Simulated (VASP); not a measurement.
# CuO (Cc) in VASP: relaxation of volume and atoms at fixed shape with r2SCAN

Aim: the relaxation of volume and atoms at fixed shape of CuO with r2SCAN.

All numbers are computed with VASP 6.6.1; they aren't measurements. Logs are shortened: lines on timing, memory, paths and dates and some standing lists are left out, and cuts for length are marked.

### Step 1. The cell of the first run

Symmetry: Cc, No. 9, monoclinic system. Conventional cell: a = 4.689 Å, b = 3.427 Å, c = 5.132 Å, α = 90.00°, β = 99.65°, γ = 90.00°. Cu (site symmetry 1) has 4 O at 1.91 to 2.02 Å within 2.5 Å. Within 2.5 Å of O (site symmetry 1) lie 4 Cu at 1.91 to 2.02 Å.

### Step 2. Relaxation of volume and atoms at fixed shape, r2SCAN

Contents of POSCAR:

```
CuO
1.0
    2.3446500000     -1.7134000000      0.0000000000
    2.3446500000      1.7134000000      0.0000000000
   -0.8605543600      0.0000000000      5.0594363900
Cu O
2 2
Direct
    0.0032000000      0.4968000000      0.0000000000
    0.4968000000      0.0032000000      0.5000000000
    0.5714000000      0.4056000000      0.2537000000
    0.4056000000      0.5714000000      0.7537000000
```

Contents of INCAR.step1:

```
SYSTEM = CuO
ALGO = Normal
EDIFF = 1E-4
ENCUT = 600
GGA = PE
ISMEAR = -1
LASPH = .TRUE.
LCHARG = .FALSE.
LREAL = .FALSE.
LWAVE = .TRUE.
NELM = 100
PREC = Accurate
SIGMA = 0.05
```

Contents of INCAR.step2:

```
SYSTEM = CuO
ALGO = Normal
EDIFF = 1E-6
EDIFFG = -0.01
ENCUT = 600
IBRION = 2
ISIF = 8
ISMEAR = -1
ISTART = 1
LASPH = .TRUE.
LCHARG = .FALSE.
LMIXTAU = .TRUE.
LREAL = .FALSE.
LWAVE = .FALSE.
METAGGA = R2SCAN
NELM = 100
NSW = 80
PREC = Accurate
SIGMA = 0.05
```

Contents of KPOINTS:

```
k-points
0
G
  11 11 6
  0 0 0
```

Potentials or basis: VASP PAW PBE potentials, release 64 (Cu, O).

Run with:

```
cat potpaw_PBE.64/Cu/POTCAR potpaw_PBE.64/O/POTCAR > POTCAR
cp INCAR.step1 INCAR
mpirun -np 1 vasp_std > vasp.out
cp INCAR.step2 INCAR
mpirun -np 1 vasp_std > vasp.out
```

OUTCAR:

```text
SYSTEM = CuO
   EDIFF = 1E-6
   EDIFFG = -0.01
   ENCUT = 600
   IBRION = 2
   ISIF = 8
   ISMEAR = -1
   ISTART = 1
   LASPH = .TRUE.
   LREAL = .FALSE.
   METAGGA = R2SCAN
   NELM = 100
   NSW = 80
   PREC = Accurate

 ion  position               nearest neighbor table
   1  0.003  0.497  0.000-   4 1.91   3 1.93   4 1.98   3 2.02
   2  0.497  0.003  0.500-   3 1.91   4 1.93   3 1.98   4 2.02
   3  0.571  0.406  0.254-   2 1.91   1 1.93   2 1.98   1 2.02
   4  0.406  0.571  0.754-   1 1.91   2 1.93   1 1.98   2 2.02

  LATTYP: Found a base centered monoclinic cell.
 ALAT       =     4.6893000000
 B/A-ratio  =     0.7307700510
 C/A-ratio  =     1.0944277394
 COS(beta)  =    -0.1676807467

  Lattice vectors:

 A1 = (   2.3446500000,  -1.7134000000,   0.0000000000)
 A2 = (   2.3446500000,   1.7134000000,   0.0000000000)
 A3 = (  -0.8605543600,   0.0000000000,   5.0594363900)

Analysis of symmetry for initial positions (statically):
=====================================================================
 Subroutine PRICEL returns:
 Original cell was already a primitive cell.

 Routine SETGRP: Setting up the symmetry group for a
 base centered monoclinic supercell.

 Subroutine GETGRP returns: Found  2 space group operations
 (whereof  1 operations were pure point group operations)
 out of a pool of  4 trial point group operations.

The static configuration has the point symmetry C_1 .
 The point group associated with its full space group is C_1h.

Analysis of symmetry for dynamics (positions and initial velocities):
=====================================================================
 Subroutine PRICEL returns:
 Original cell was already a primitive cell.

 Routine SETGRP: Setting up the symmetry group for a
 base centered monoclinic supercell.

 Subroutine GETGRP returns: Found  2 space group operations
 (whereof  1 operations were pure point group operations)
 out of a pool of  4 trial point group operations.

The dynamic configuration has the point symmetry C_1 .
 The point group associated with its full space group is C_1h.

 Subroutine INISYM returns: Found  2 space group operations
 (whereof  1 operations are pure point group operations),
 and found     1 'primitive' translations

----------------------------------------------------------------------------------------

                                     Primitive cell

  volume of cell :      40.6508

  direct lattice vectors                    reciprocal lattice vectors
     2.344650000 -1.713400000  0.000000000     0.213251445 -0.291817439  0.036271720
     2.344650000  1.713400000  0.000000000     0.213251445  0.291817439  0.036271720
    -0.860554360  0.000000000  5.059436390     0.000000000  0.000000000  0.197650474

  length of vectors
     2.903984019  2.903984019  5.132099998     0.363248171  0.363248171  0.197650474

  position of ions in fractional coordinates (direct lattice)
     0.003200000  0.496800000  0.000000000
     0.496800000  0.003200000  0.500000000
     0.571400000  0.405600000  0.253700000
     0.405600000  0.571400000  0.753700000

  ion indices of the primitive-cell ions
   primitive index   ion index
                 1           1
                 2           2
                 3           3
                 4           4

----------------------------------------------------------------------------------------

 KPOINTS: k-points

Automatic generation of k-mesh.
 Grid dimensions read from file:
 generate k-points for:   11   11    6

 Generating k-lattice:

  Cartesian coordinates                     Fractional coordinates (reciprocal lattice)
     0.019386495 -0.026528858  0.003297429     0.090909091 -0.000000000  0.000000000
     0.019386495  0.026528858  0.003297429    -0.000000000  0.090909091  0.000000000
     0.000000000  0.000000000  0.032941746     0.000000000  0.000000000  0.166666667

  Length of vectors
     0.033022561  0.033022561  0.032941746

  Shift w.r.t. Gamma in fractional coordinates (k-lattice)
     0.000000000  0.000000000  0.000000000

 Subroutine IBZKPT returns following result:
 ===========================================

 Found    204 irreducible k-points:

 Following reciprocal coordinates:
            Coordinates               Weight
  0.000000  0.000000  0.000000      1.000000
  0.090909  0.000000 -0.000000      4.000000
  0.181818  0.000000  0.000000      4.000000
  0.272727  0.000000  0.000000      4.000000
  0.363636  0.000000 -0.000000      4.000000
  0.454545  0.000000 -0.000000      4.000000
[... 16 lines left out ...]
 -0.272727  0.181818 -0.000000      4.000000
 -0.181818  0.181818  0.000000      2.000000
 [... further k-points ...]
   k-points           NKPTS =    204   k-points in BZ     NKDIM =    204   number of bands    NBANDS=     21
   number of dos      NEDOS =    301   number of ions     NIONS =      4
   total plane-waves  NPLWV =  24192
   dimension x,y,z NGX =    24 NGY =   24 NGZ =   42
   dimension x,y,z NGXF=    48 NGYF=   48 NGZF=   84
   ions per type =               2   2
   NGX,Y,Z   is equivalent  to a cutoff of  13.74, 13.74, 13.61 a.u.
   NGXF,Y,Z  is equivalent  to a cutoff of  27.48, 27.48, 27.21 a.u.
 SYSTEM =  CuO
   PREC   = accura    normal or accurate (medium, high low for compatibility)
   ISTART =      1    job   : 0-new  1-cont  2-samecut
   ICHARG =      0    charge: 1-file 2-atom 10-const
   ISPIN  =      1    spin polarized calculation?
   LNONCOLLINEAR =      F non collinear calculations
   LSORBIT =      F    spin-orbit coupling
   LASPH  =      T    aspherical Exc in radial PAW
   ENCUT  =  600.0 eV  44.10 Ry    6.64 a.u.   5.80  5.80 10.25*2*pi/ulx,y,z
   NELM   =    100;   NELMIN=  2; NELMDL=  0     # of ELM steps
   EDIFF  = 0.1E-05   stopping-criterion for ELM
   LREAL  =      F    real-space projection
   EDIFFG = -.1E-01   stopping-criterion for IOM
   NSW    =     80    number of steps for IOM
   IBRION =      2    ionic relax: 0-MD 1-quasi-New 2-CG
   NFREE  =      1    steps in history (QN), initial steepest desc. (CG)
   ISIF   =      8    stress and relaxation
   ISYM   =      2    0-nonsym 1-usesym 2-fastsym
   POTIM  = 0.5000    time-step for ionic-motion
   TEBEG  =    0.0;   TEEND  =   0.0 temperature during run
   PSTRESS=    0.0 pullay stress
   NELECT =      34.0000    total number of electrons
   NUPDOWN=      -1.0000    fix difference up-down
   EMIN   =  10.00;   EMAX   =-10.00  energy-range for DOS
   EFERMI =   0.00;   METHOD = LEGACY
   ISMEAR =    -1;   SIGMA  =   0.05  broadening in eV -4-tet -1-fermi 0-gaus
   EFERMI_NEDOS =   21; number of points for ismear=-14 and -15
   IALGO  =     38    algorithm
   IMIX   =      4    mixing-type and parameters
     AMIX     =   0.40;   BMIX     =  1.00
     AMIX_MAG =   1.60;   BMIX_MAG =  1.00
  volume/ion in A,a.u.               =      10.16        68.58
  Fermi-wavevector in a.u.,A,eV,Ry     =   1.542451  2.914811 32.370388  2.379156
  Thomas-Fermi vector in A             =   2.648254
   LORBIT       =      0    0 simple, 1 ext, 2 COOP (PROOUT), +10 PAW based schemes
   METAGGA = R2SCAN    functional components
   LHFCALC =     F    Hartree Fock is set to
   AEXX    =    0.0000 exact exchange contribution
   IVDW    =     0    specifies the selected vdW correction
   LEPSILON=     F    determine dielectric tensor
   LRPA    =     F    only Hartree local field effects (RPA)
 conjugate gradient relaxation of ions
 non-spin polarized calculation
  energy-cutoff  :      600.00
  volume of cell :       40.65
 maximum number of plane-waves:      1368
   NGX = 11   NGY = 11   NGZ = 21

--------------------------------------- Ionic step        1  -------------------------------------------

 number of electron      33.9999993 magnetization

 Free energy of the ion-electron system (eV)
  ---------------------------------------------------
  ext. energy  EPLUGINS =         0.00000000
  ---------------------------------------------------
  free energy    TOTEN  =       -36.33967466 eV

  energy without entropy =      -36.32183230  energy(sigma->0) =      -36.33075348

------------------------ aborting loop because EDIFF is reached ----------------------------------------

  FORCE on cell =-STRESS in cart. coord.  units (eV):
  Direction    XX          YY          ZZ          XY          YZ          ZX
  --------------------------------------------------------------------------------------
  -------------------------------------------------------------------------------------
  Total       -0.2068120      0.1423489     -0.3583173      0.0000000      0.0000000     -0.3149905
  in kB       -8.1511215      5.6104244    -14.1224320      0.0000000      0.0000000    -12.4147827
  external PRESSURE =      -5.5543764 kB  Pullay stress =       0.0000000 kB
[... 95 lines left out ...]
  FREE ENERGIE OF THE ION-ELECTRON SYSTEM (eV)
  ---------------------------------------------------
  free  energy   TOTEN  =       -36.3899322698 eV

  energy  without entropy=      -36.3718905510  energy(sigma->0) =      -36.38091141

[... ionic steps 4 to 8 ...]

--------------------------------------- Ionic step        9  -------------------------------------------

 number of electron      33.9999995 magnetization

------------------------ aborting loop because EDIFF is reached ----------------------------------------

  FORCE on cell =-STRESS in cart. coord.  units (eV):
  Direction    XX          YY          ZZ          XY          YZ          ZX
  --------------------------------------------------------------------------------------
  -------------------------------------------------------------------------------------
  Total       -0.4249153      0.4496712     -0.0946551      0.0000000      0.0000000      0.3700060
  in kB      -16.7108310     17.6844175     -3.7225444      0.0000000      0.0000000     14.5513871
  external PRESSURE =      -0.9163193 kB  Pullay stress =       0.0000000 kB
[... 61 lines left out ...]
  energy  without entropy=      -36.3797448544  energy(sigma->0) =      -36.38863678

--------------------------------------- Ionic step       11  -------------------------------------------

 number of electron      33.9999996 magnetization

 Free energy of the ion-electron system (eV)
  ---------------------------------------------------
  ext. energy  EPLUGINS =         0.00000000
  ---------------------------------------------------
  free energy    TOTEN  =       -36.39753053 eV

  energy without entropy =      -36.37974560  energy(sigma->0) =      -36.38863806

 E-fermi :   5.5115     XC(G=0): -12.5808

 val. band max:        5.5062140067   @ k =   0.4545   0.1818   0.3333
 cond. band min:       5.5123593327   @ k =   0.2727   0.1818   0.1667
 fundamental gap:      0.0061453260
 Fermi energy:         5.5114789506

 k-point     1 :       0.0000    0.0000    0.0000
  band No.  band energies     occupation
      1     -15.6177      2.00000
      2     -14.3173      2.00000
      3      -2.9311      2.00000
      4      -0.3209      2.00000
      5       0.0885      2.00000
      6       1.9647      2.00000
[... 550 lines left out ...]
      5      -0.3484      2.00000
      6      -0.1397      2.00000
[... 13 lines left out ...]
     20      12.5431      0.00000
     21      14.9202      0.00000

 [... further k-points ...]
[... 5 lines left out ...]
  --------------------------------------------------------------------------------------
  -------------------------------------------------------------------------------------
  Total       -0.4021508      0.4736986     -0.0656782      0.0000000      0.0000000      0.3749326
  in kB      -15.8176884     18.6318588     -2.5833043      0.0000000      0.0000000     14.7471242
  external PRESSURE =       0.0769554 kB  Pullay stress =       0.0000000 kB
[... 19 lines left out ...]
  FREE ENERGIE OF THE ION-ELECTRON SYSTEM (eV)
  ---------------------------------------------------
  free  energy   TOTEN  =       -36.3975305252 eV

  energy  without entropy=      -36.3797456003  energy(sigma->0) =      -36.38863806

 reached required accuracy - stopping structural energy minimisation
```

Run time: 89 min. Hardware: 1 thread of Oxide Virtual Turin-like, shared host; peak memory 0.29 GiB.

What came out:

```yaml
Free_energy: -36.3975 eV
Relaxed_volume: 10.18 Å³/atom
Relaxed_cell: a = 2.906 Å, b = 2.906 Å, c = 5.136 Å, α = 97.78°, β = 97.78°, γ = 72.32°
Space_group_after_relaxing_to_0.1_Å: C2/c (No. 15)
Energy_gained_by_relaxing: 14.5 meV/atom
Ionic_steps: 11
Pressure_after_relaxing: 0.0 GPa
Largest_force_after_relaxing: 0.003 eV/Å
Band_gap_on_the_k_mesh: zero (bands 17 and 18 overlap by 0.75 eV)
```

Forces in eV/Å, atoms in the order of the input:
```
Cu  -0.003  0.000  0.000
Cu  -0.003  0.000  0.000
O    0.003 -0.002  0.000
O    0.003  0.002  0.000
```

The path:
```tsv
step	energy change (eV)	largest force (eV/Å)	pressure (GPa)	volume (Å³)
1	0.0000	0.7621	-0.56	40.65
2	-0.0500	0.1964	0.21	40.44
3	-0.0503	0.1870	0.03	40.46
4	-0.0534	0.1366	0.29	40.46
5	-0.0569	0.0349	0.89	40.47
6	-0.0569	0.0329	1.03	40.47
7	-0.0573	0.0114	-0.85	40.94
8	-0.0578	0.0161	-0.01	40.73
9	-0.0578	0.0156	-0.09	40.74
10	-0.0579	0.0041	0.17	40.73
11	-0.0579	0.0032	0.01	40.73
```

Final structure:
```
CELL_PARAMETERS angstrom
2.34625 -1.71457 0.00000
2.34625 1.71457 0.00000
-0.86114 0.00000 5.06288
ATOMIC_POSITIONS crystal
Cu 0.99449 0.49401 0.00189
Cu 0.49401 0.99449 0.50189
O 0.56159 0.42691 0.25181
O 0.42691 0.56159 0.75181
```

Caveat: the PAW data sets were made with another functional, which shifts forces and pressure a little; semilocal functionals often make such compounds metallic where correlation or magnetic order opens a gap, which also shifts bond lengths.
